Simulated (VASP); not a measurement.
# SnPb5Se6 (P4/mmm) in VASP: single point with PBE

Aim: the single point of SnPb5Se6 with PBE.

All numbers are computed with VASP 6.6.1; they aren't measurements. Logs are shortened: lines on timing, memory, paths and dates and some standing lists are left out, and cuts for length are marked.

**1. The cell of the first run**

It takes space group P4/mmm (No. 123, tetragonal). The conventional cell has a = 4.380 Å, b = 4.380 Å, c = 18.581 Å, α = 90.00°, β = 90.00°, γ = 90.00°. Within 4.0 Å of Sn (site symmetry 4/mmm) lie 6 Se at 3.04 to 3.10 Å. Pb (site symmetry 4/mmm) has 6 Se at 3.10 to 3.11 Å within 4.1 Å. Pb (site symmetry 4mm) has 6 Se at 3.10 to 3.14 Å within 4.1 Å. Within 4.0 Å of Pb (site symmetry 4mm) lie 6 Se at 3.07 to 3.11 Å. Within 4.1 Å of Se (site symmetry 4mm) lie 6 Pb at 3.10 to 3.11 Å. Se (site symmetry 4mm) has 1 Sn at 3.04 Å and 5 Pb at 3.10 to 3.14 Å within 4.0 Å. Within 4.0 Å of Se (site symmetry 4/mmm) lie 2 Pb at 3.07 Å and 4 Sn at 3.10 Å. Within 4.1 Å of Se (site symmetry 4/mmm) lie 6 Pb at 3.10 to 3.11 Å.

**2. Single point, PBE**

File INCAR:

```
SYSTEM = SnPb5Se6
ALGO = Normal
EDIFF = 1E-7
ENCUT = 520
GGA = PE
ISIF = 2
ISMEAR = 0
LASPH = .TRUE.
LCHARG = .TRUE.
LELF = .TRUE.
LREAL = .FALSE.
LVHAR = .TRUE.
LWAVE = .FALSE.
NBANDS = 72
NELM = 60
PREC = Accurate
SIGMA = 0.02
```

File KPOINTS:

```
k-points
0
G
  6 6 2
  0 0 0
```

File POSCAR:

```
SnPb5Se6
1.0
    4.3795442956      0.0000000000      0.0000000000
    0.0000000000      4.3795442956      0.0000000000
    0.0000000000      0.0000000000     18.5814218254
Sn Pb Se
1 5 6
Direct
    0.5000000000      0.5000000000      0.5000000000
    0.0000000000      0.0000000000      0.0000000000
    0.5000000000      0.5000000000      0.1676208335
    0.0000000000      0.0000000000      0.3345720153
    0.0000000000      0.0000000000      0.6654279847
    0.5000000000      0.5000000000      0.8323791665
    0.0000000000      0.0000000000      0.1671082193
    0.5000000000      0.5000000000      0.3364360628
    0.0000000000      0.0000000000      0.5000000000
    0.5000000000      0.5000000000      0.6635639372
    0.0000000000      0.0000000000      0.8328917807
    0.5000000000      0.5000000000      0.0000000000
```

Potentials or basis: VASP PAW PBE potentials, release 64 (Sn_d, Pb_d, Se).

On the command line:

```sh
cat potpaw_PBE.64/Sn_d/POTCAR potpaw_PBE.64/Pb_d/POTCAR potpaw_PBE.64/Se/POTCAR > POTCAR
mpirun -np 1 vasp_std > vasp.out
```

OUTCAR:

```text
SYSTEM = SnPb5Se6
   EDIFF = 1E-7
   ENCUT = 520
   GGA = PE
   ISIF = 2
   ISMEAR = 0
   LASPH = .TRUE.
   LREAL = .FALSE.
   NELM = 60
   PREC = Accurate

 ion  position               nearest neighbor table
   1  0.500  0.500  0.500-   8 3.04  10 3.04   9 3.10   9 3.10   9 3.10   9 3.10
   2  0.000  0.000  0.000-  12 3.10  12 3.10  12 3.10  12 3.10   7 3.11  11 3.11
   3  0.500  0.500  0.168-   7 3.10   7 3.10   7 3.10   7 3.10  12 3.11   8 3.14
   4  0.000  0.000  0.335-   9 3.07   8 3.10   8 3.10   8 3.10   8 3.10   7 3.11
   5  0.000  0.000  0.665-   9 3.07  10 3.10  10 3.10  10 3.10  10 3.10  11 3.11
   6  0.500  0.500  0.832-  11 3.10  11 3.10  11 3.10  11 3.10  12 3.11  10 3.14
   7  0.000  0.000  0.167-   3 3.10   3 3.10   3 3.10   3 3.10   2 3.11   4 3.11
   8  0.500  0.500  0.336-   1 3.04   4 3.10   4 3.10   4 3.10   4 3.10   3 3.14
   9  0.000  0.000  0.500-   4 3.07   5 3.07   1 3.10   1 3.10   1 3.10   1 3.10
  10  0.500  0.500  0.664-   1 3.04   5 3.10   5 3.10   5 3.10   5 3.10   6 3.14
  11  0.000  0.000  0.833-   6 3.10   6 3.10   6 3.10   6 3.10   2 3.11   5 3.11
  12  0.500  0.500  0.000-   2 3.10   2 3.10   2 3.10   2 3.10   6 3.11   3 3.11

  LATTYP: Found a simple tetragonal cell.
 ALAT       =     4.3795442956
 C/A-ratio  =     4.2427751773

  Lattice vectors:

 A1 = (   4.3795442956,   0.0000000000,   0.0000000000)
 A2 = (   0.0000000000,   4.3795442956,   0.0000000000)
 A3 = (   0.0000000000,   0.0000000000,  18.5814218254)

Analysis of symmetry for initial positions (statically):
=====================================================================
 Subroutine PRICEL returns:
 Original cell was already a primitive cell.

 Routine SETGRP: Setting up the symmetry group for a
 simple tetragonal supercell.

 Subroutine GETGRP returns: Found 16 space group operations
 (whereof 16 operations were pure point group operations)
 out of a pool of 16 trial point group operations.

The static configuration has the point symmetry D_4h.

Analysis of symmetry for dynamics (positions and initial velocities):
=====================================================================
 Subroutine PRICEL returns:
 Original cell was already a primitive cell.

 Routine SETGRP: Setting up the symmetry group for a
 simple tetragonal supercell.

 Subroutine GETGRP returns: Found 16 space group operations
 (whereof 16 operations were pure point group operations)
 out of a pool of 16 trial point group operations.

The dynamic configuration has the point symmetry D_4h.

 Subroutine INISYM returns: Found 16 space group operations
 (whereof 16 operations are pure point group operations),
 and found     1 'primitive' translations

----------------------------------------------------------------------------------------

                                     Primitive cell

  volume of cell :     356.3993

  direct lattice vectors                    reciprocal lattice vectors
     4.379544296  0.000000000  0.000000000     0.228334259  0.000000000  0.000000000
     0.000000000  4.379544296  0.000000000     0.000000000  0.228334259  0.000000000
     0.000000000  0.000000000 18.581421825     0.000000000  0.000000000  0.053817195

  length of vectors
     4.379544296  4.379544296 18.581421825     0.228334259  0.228334259  0.053817195

  position of ions in fractional coordinates (direct lattice)
     0.500000000  0.500000000  0.500000000
     0.000000000  0.000000000  0.000000000
     0.500000000  0.500000000  0.167620834
     0.000000000  0.000000000  0.334572015
     0.000000000  0.000000000  0.665427985
     0.500000000  0.500000000  0.832379166
     0.000000000  0.000000000  0.167108219
     0.500000000  0.500000000  0.336436063
     0.000000000  0.000000000  0.500000000
     0.500000000  0.500000000  0.663563937
     0.000000000  0.000000000  0.832891781
     0.500000000  0.500000000  0.000000000

  ion indices of the primitive-cell ions
   primitive index   ion index
                 1           1
                 2           2
                 3           3
                 4           4
                 5           5
                 6           6
                 7           7
                 8           8
                 9           9
                10          10
                11          11
                12          12

----------------------------------------------------------------------------------------

 KPOINTS: k-points

Automatic generation of k-mesh.
 Grid dimensions read from file:
 generate k-points for:    6    6    2

 Generating k-lattice:

  Cartesian coordinates                     Fractional coordinates (reciprocal lattice)
     0.038055710  0.000000000  0.000000000     0.166666667  0.000000000  0.000000000
     0.000000000  0.038055710  0.000000000     0.000000000  0.166666667  0.000000000
     0.000000000  0.000000000  0.026908597     0.000000000  0.000000000  0.500000000

  Length of vectors
     0.038055710  0.038055710  0.026908597

  Shift w.r.t. Gamma in fractional coordinates (k-lattice)
     0.000000000  0.000000000  0.000000000

 Subroutine IBZKPT returns following result:
 ===========================================

 Found     20 irreducible k-points:

 Following reciprocal coordinates:
            Coordinates               Weight
  0.000000  0.000000  0.000000      1.000000
  0.166667  0.000000  0.000000      4.000000
  0.333333  0.000000  0.000000      4.000000
  0.500000  0.000000  0.000000      2.000000
  0.166667  0.166667  0.000000      4.000000
  0.333333  0.166667  0.000000      8.000000
[... 12 lines left out ...]
  0.500000  0.333333  0.500000      4.000000
  0.500000  0.500000  0.500000      1.000000
   k-points           NKPTS =     20   k-points in BZ     NKDIM =     20   number of bands    NBANDS=     72
   number of dos      NEDOS =    301   number of ions     NIONS =     12
   total plane-waves  NPLWV = 181440
   dimension x,y,z NGX =    36 NGY =   36 NGZ =  140
   dimension x,y,z NGXF=    72 NGYF=   72 NGZF=  280
   ions per type =               1   5   6
   NGX,Y,Z   is equivalent  to a cutoff of  13.67, 13.67, 12.53 a.u.
   NGXF,Y,Z  is equivalent  to a cutoff of  27.33, 27.33, 25.05 a.u.
 SYSTEM =  SnPb5Se6
   PREC   = accura    normal or accurate (medium, high low for compatibility)
   ISTART =      0    job   : 0-new  1-cont  2-samecut
   ICHARG =      2    charge: 1-file 2-atom 10-const
   ISPIN  =      1    spin polarized calculation?
   LNONCOLLINEAR =      F non collinear calculations
   LSORBIT =      F    spin-orbit coupling
   LASPH  =      T    aspherical Exc in radial PAW
   ENCUT  =  520.0 eV  38.22 Ry    6.18 a.u.   8.14  8.14 34.55*2*pi/ulx,y,z
   NELM   =     60;   NELMIN=  2; NELMDL= -5     # of ELM steps
   EDIFF  = 0.1E-06   stopping-criterion for ELM
   LREAL  =      F    real-space projection
   EDIFFG = 0.1E-05   stopping-criterion for IOM
   NSW    =      0    number of steps for IOM
   IBRION =     -1    ionic relax: 0-MD 1-quasi-New 2-CG
   NFREE  =      0    steps in history (QN), initial steepest desc. (CG)
   ISIF   =      2    stress and relaxation
   ISYM   =      2    0-nonsym 1-usesym 2-fastsym
   POTIM  = 0.5000    time-step for ionic-motion
   TEBEG  =    0.0;   TEEND  =   0.0 temperature during run
   PSTRESS=    0.0 pullay stress
   NELECT =     120.0000    total number of electrons
   NUPDOWN=      -1.0000    fix difference up-down
   EMIN   =  10.00;   EMAX   =-10.00  energy-range for DOS
   EFERMI =   0.00;   METHOD = LEGACY
   ISMEAR =     0;   SIGMA  =   0.02  broadening in eV -4-tet -1-fermi 0-gaus
   EFERMI_NEDOS =   21; number of points for ismear=-14 and -15
   IALGO  =     38    algorithm
   IMIX   =      4    mixing-type and parameters
     AMIX     =   0.40;   BMIX     =  1.00
     AMIX_MAG =   1.60;   BMIX_MAG =  1.00
  volume/ion in A,a.u.               =      29.70       200.43
  Fermi-wavevector in a.u.,A,eV,Ry     =   1.138911  2.152229 17.648354  1.297117
  Thomas-Fermi vector in A             =   2.275615
   LORBIT       =      0    0 simple, 1 ext, 2 COOP (PROOUT), +10 PAW based schemes
   GGA     = PE    functional components
   LHFCALC =     F    Hartree Fock is set to
   AEXX    =    0.0000 exact exchange contribution
   IVDW    =     0    specifies the selected vdW correction
   LEPSILON=     F    determine dielectric tensor
   LRPA    =     F    only Hartree local field effects (RPA)
 non-spin polarized calculation
 Gauss-broadening in eV      SIGMA  =   0.02
  energy-cutoff  :      520.00
  volume of cell :      356.40
 maximum number of plane-waves:      9656
 NGX is ok and might be reduce to    36
   NGX = 17   NGY = 17   NGZ = 69

 number of electron     120.0000001 magnetization

 Free energy of the ion-electron system (eV)
  ---------------------------------------------------
  ext. energy  EPLUGINS =         0.00000000
  ---------------------------------------------------
  free energy    TOTEN  =       -49.18139527 eV

  energy without entropy =      -49.18138747  energy(sigma->0) =      -49.18139137

 E-fermi :   4.9252     XC(G=0):  -9.3423

 val. band max:        4.8832239517   @ k =   0.5000   0.0000   0.5000
 cond. band min:       4.9674295571   @ k =   0.5000   0.0000   0.5000
 fundamental gap:      0.0842056054
 Fermi energy:         4.9251639322

 k-point     1 :       0.0000    0.0000    0.0000
  band No.  band energies     occupation
      1     -16.7588      2.00000
      2     -16.7588      2.00000
      3     -16.7488      2.00000
      4     -16.7488      2.00000
      5     -16.7487      2.00000
      6     -12.2708      2.00000
[... 64 lines left out ...]
     71       9.1596      0.00000
     72       9.1956      0.00000
[... 1423 lines left out ...]
     71       9.4849      0.00000
     72       9.5167      0.00000

------------------------ aborting loop because EDIFF is reached ----------------------------------------

  FORCE on cell =-STRESS in cart. coord.  units (eV):
  Direction    XX          YY          ZZ          XY          YZ          ZX
  --------------------------------------------------------------------------------------
  -------------------------------------------------------------------------------------
  Total       -0.0327496     -0.0327496     -0.0288331      0.0000000      0.0000000      0.0000000
  in kB       -0.1472244     -0.1472244     -0.1296178      0.0000000      0.0000000      0.0000000
  external PRESSURE =      -0.1413555 kB  Pullay stress =       0.0000000 kB

 VOLUME and BASIS-vectors are now :
 -----------------------------------------------------------------------------
  energy-cutoff  :      520.00
  volume of cell :      356.40
      direct lattice vectors                 reciprocal lattice vectors
     4.379544296  0.000000000  0.000000000     0.228334259  0.000000000  0.000000000
     0.000000000  4.379544296  0.000000000     0.000000000  0.228334259  0.000000000
     0.000000000  0.000000000 18.581421825     0.000000000  0.000000000  0.053817195

 POSITION                                       TOTAL-FORCE (eV/Angst)
 -----------------------------------------------------------------------------------
      2.18977      2.18977      9.29071        -0.000000     -0.000000      0.000000
      0.00000      0.00000      0.00000        -0.000000     -0.000000      0.000000
      2.18977      2.18977      3.11463         0.000000      0.000000     -0.004220
      0.00000      0.00000      6.21682        -0.000000     -0.000000      0.003233
      0.00000      0.00000     12.36460        -0.000000     -0.000000     -0.003233
      2.18977      2.18977     15.46679        -0.000000      0.000000      0.004220
      0.00000      0.00000      3.10511        -0.000000     -0.000000     -0.003817
      2.18977      2.18977      6.25146        -0.000000     -0.000000      0.002216
      0.00000      0.00000      9.29071        -0.000000     -0.000000      0.000000
      2.18977      2.18977     12.32996         0.000000      0.000000     -0.002216
      0.00000      0.00000     15.47631        -0.000000     -0.000000      0.003817
      2.18977      2.18977      0.00000        -0.000000     -0.000000      0.000000
 -----------------------------------------------------------------------------------
    total drift:                                0.000000      0.000000      0.000000

  FREE ENERGIE OF THE ION-ELECTRON SYSTEM (eV)
  ---------------------------------------------------
  free  energy   TOTEN  =       -49.1813952696 eV

  energy  without entropy=      -49.1813874707  energy(sigma->0) =      -49.18139137
```

Wall time 12 min (1 thread of Intel Xeon 8259CL, shared host); peak memory 0.7 GiB.

Results:

```yaml
Free_energy: -49.1814 eV
Pressure: 0.0 GPa
Largest_force: 0.004 eV/Å
Band_gap_on_the_k_mesh: 0.08 eV
```

Forces in eV/Å, atoms in the order of the input:
```
Sn   0.000  0.000  0.000
Pb   0.000  0.000  0.000
Pb   0.000  0.000 -0.004
Pb   0.000  0.000  0.003
Pb   0.000  0.000 -0.003
Pb   0.000  0.000  0.004
Se   0.000  0.000 -0.004
Se   0.000  0.000  0.002
Se   0.000  0.000  0.000
Se   0.000  0.000 -0.002
Se   0.000  0.000  0.004
Se   0.000  0.000  0.000
```

Levels at points of the mesh, in eV from the valence-band top:
```tsv
k point	band 57	band 58	band 59	band 60	band 61	band 62	band 63	band 64
(0.00, 0.00, 0.00)	-1.99	-1.99	-1.03	-1.00	1.66	1.79	3.48	3.48
(0.50, 0.00, 0.00)	-0.67	-0.66	-0.64	-0.26	0.42	0.47	0.48	0.49
(0.50, 0.50, 0.00)	-1.86	-1.79	-1.79	-1.64	2.57	2.57	2.65	2.67
(0.00, 0.00, 0.50)	-1.82	-1.73	-1.63	-1.57	2.03	2.11	3.18	3.19
(0.50, 0.00, 0.50)	-0.89	-0.76	-0.32	0.00	0.08	0.09	0.86	0.90
(0.50, 0.50, 0.50)	-2.83	-2.75	-1.00	-0.94	1.55	1.65	3.67	3.67
```

Caveat: spin-orbit coupling is left out, which moves the levels of the heavy elements.
